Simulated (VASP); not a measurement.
Set up this calculation in VASP 6.6.1, as the native input.

* Task: single point
* Functional: PBE
* Potentials or basis: VASP PAW PBE potentials, release 64 (Si, W_sv)
* Cutoff: 520 eV
* k mesh: 11 × 11 × 14
* Occupations: fermi-dirac, width 0.05 eV
* Spin: no spin polarisation
* Dipole correction: no
* Further INCAR settings: ALGO = Normal; EDIFF = 1e-06; NBANDS = 18; ISYM = 0

The structure of Si2W lies in POSCAR:

```
Si2W
1.0
   -1.5952211517      1.5952211517      3.9135562502
    1.5952211517     -1.5952211517      3.9135562502
    1.5952211517      1.5952211517     -3.9135562502
Si W
2 1
Direct
    0.3330000000      0.3330000000      0.0000000000
    0.6670000000      0.6670000000      0.0000000000
    0.0000000000      0.0000000000      0.0000000000
```

The input as run:

INCAR

```
ALGO = Normal
EDIFF = 1E-6
ENCUT = 520
GGA = PE
ISIF = 2
ISMEAR = -1
ISYM = 0
LASPH = True
LCHARG = False
LREAL = False
LWAVE = False
NBANDS = 18
NELM = 60
PREC = Accurate
SIGMA = 0.05
```

KPOINTS

```
k-points
0
Gamma
  11 11 14
```

Potentials or basis: VASP PAW PBE potentials, release 64 (Si, W_sv).

Command:

```console
$ cat potpaw_PBE.64/Si/POTCAR potpaw_PBE.64/W_sv/POTCAR > POTCAR
$ mpirun -np 1 vasp_std > vasp.out
```

It gave:

* Pressure: 6.6 GPa
* Largest force: 0.168 eV/Å
* Band gap on the k mesh: zero (bands 11 and 12 overlap by 1.28 eV)

Caveat: the cell stands under pressure; spin-orbit coupling is left out, which moves the levels of the heavy elements.

Run time: 7.2 min on 1 thread of AMD EPYC 9R45 96-Core Processor (Zen 5), with other jobs on the host, peak memory 0.64 GiB.
